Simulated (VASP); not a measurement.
A run of VASP 6.6.1:

INCAR

```
SYSTEM = SnS3
ALGO = Normal
EDIFF = 1E-7
EDIFFG = -0.01
ENCUT = 600
GGA = PE
IBRION = 2
ISIF = 3
ISMEAR = 0
LASPH = .TRUE.
LCHARG = .FALSE.
LREAL = .FALSE.
LWAVE = .FALSE.
NELM = 100
NSW = 100
PREC = Accurate
SIGMA = 0.1
```

The input KPOINTS:

```
k-points
0
G
  10 10 10
  0 0 0
```

Contents of POSCAR:

```
SnS3
1.0
    4.3964850900      0.0000000000      0.0000000000
    0.0000000000      4.3964850900      0.0000000000
    0.0000000000      0.0000000000      4.3964850900
Sn S
1 3
Direct
    0.0000000000      0.0000000000      0.0000000000
    0.5000000000      0.5000000000      0.0000000000
    0.0000000000      0.5000000000      0.5000000000
    0.5000000000      0.0000000000      0.5000000000
```

Potentials or basis: VASP PAW PBE potentials, release 64 (Sn_d, S).

Run with:

```console
$ cat potpaw_PBE.64/Sn_d/POTCAR potpaw_PBE.64/S/POTCAR > POTCAR
$ mpirun -np 1 vasp_std > vasp.out
```

Hardware: 1 thread of Intel(R) Xeon(R) 6975P-C (Granite Rapids), with other jobs on the host.

How long does it take, and how much memory?

Wall time 91 s on 1 thread of Intel(R) Xeon(R) 6975P-C (Granite Rapids), with other jobs on the host, peak memory 0.28 GiB. Counts: scf iterations 33, k points 56, ion steps 3.
